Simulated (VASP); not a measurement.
Set up this calculation in VASP 6.6.1, as the native input.

* Task: relaxation of cell and atoms
* Functional: PBE
* Potentials or basis: VASP PAW PBE potentials, release 64 (Si, C)
* Cutoff: 600 eV
* k mesh: 18 × 18 × 18
* Occupations: fermi-dirac, width 0.05 eV
* Spin: no spin polarisation
* Target pressure: 320 GPa
* Dipole correction: no
* Further INCAR settings: ALGO = Normal; EDIFF = 1e-06; IBRION = 2; EDIFFG = -0.005; NSW = 60; ISIF = 3

The structure of SiC (zincblende type) lies in POSCAR:

```
SiC
1.0
    0.0000000000      1.7708347852      1.7708347852
    1.7708347852      0.0000000000      1.7708347852
    1.7708347852      1.7708347852      0.0000000000
Si C
1 1
Direct
    0.0000000000      0.0000000000      0.0000000000
    0.2500000000      0.2500000000      0.2500000000
```

The input as run:

INCAR

```
PREC = Accurate
ENCUT = 600
EDIFF = 1E-6
ISMEAR = -1
SIGMA = 0.05
LREAL = False
LASPH = True
NELM = 100
ALGO = Normal
ISIF = 3
LWAVE = False
LCHARG = False
GGA = PE
IBRION = 2
NSW = 60
EDIFFG = -0.005
PSTRESS = 3200.0
```

KPOINTS

```
regular mesh
0
Gamma
  18 18 18
```

Potentials or basis: VASP PAW PBE potentials, release 64 (Si, C).

Command:

```console
$ cat potpaw_PBE.64/Si/POTCAR potpaw_PBE.64/C/POTCAR > POTCAR
$ mpirun -np 1 vasp_std > vasp.out
```

It gave:

- Relaxed volume: 6.08 Å³/atom
- Relaxed cell: a = 2.582 Å, b = 2.582 Å, c = 2.582 Å, α = 60.00°, β = 60.00°, γ = 60.00°
- Space group after relaxing (to 0.1 Å): F-43m (No. 216)
- Energy change on relaxing (the run minimises the enthalpy): -1245.2 meV/atom
- Ionic steps: 18
- Pressure after relaxing: 320.0 GPa
- Band gap on the k mesh: 0.67 eV (least direct gap 4.80 eV)

Caveat: the cell is relaxed towards a set pressure, so the run minimises the enthalpy, not the energy.

Run time: 2.6 min on 1 thread of Intel Xeon 8259CL, on a shared host, peak memory 0.14 GiB.
